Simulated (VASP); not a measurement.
**Mg: single point with r2SCAN**

The system is Mg, a wire with vacuum.

```
Mg
1.0
     9.00000    0.00000    0.00000
     0.00000    9.30000    0.00000
     0.00000    0.00000    6.12171
Mg
2
Direct
  0.50000 0.50000 0.98251
  0.50000 0.50000 0.48249
```

```
Program             : VASP 6.6.1
Task                : single point
Functional          : r2SCAN
Potentials or basis : VASP PAW PBE potentials, release 64 (Mg)
Cutoff              : 520 eV
k mesh              : 1 × 1 × 12
Occupations         : gaussian, width 0.05 eV
Spin                : collinear spin, ferromagnetic start
Starting moments    : [0.5, 0.5] μB
```

```yaml
Band_gap_on_the_k_mesh: 0.33 eV
Net_moment: 0.00 μB per cell
Valence_electrons_inside_the_program's_atomic_spheres: Mg 0.33
```

Levels at points of the mesh, in eV from the valence-band top:
Spin up:
| k point | band 1 | band 2 | band 3 | band 4 | band 5 | band 6 | band 7 |
| --- | --- | --- | --- | --- | --- | --- | --- |
| (0.00, 0.00, 0.00) | -3.77 | 0.00 | 0.33 | 0.34 | 0.95 | 2.08 | 2.92 |
| (0.00, 0.00, 0.50) | -2.70 | -2.70 | 1.38 | 1.38 | 1.39 | 1.39 | 3.06 |
Spin down:
```csv
k point,band 1,band 2,band 3,band 4,band 5,band 6,band 7
"(0.00, 0.00, 0.00)",-3.77,0.00,0.33,0.34,0.95,2.08,2.92
"(0.00, 0.00, 0.50)",-2.70,-2.70,1.38,1.38,1.39,1.39,3.06
```

It took 4.8 min on 1 thread of Intel(R) Xeon(R) 6975P-C (Granite Rapids) (shared host), peak memory 0.84 GiB.
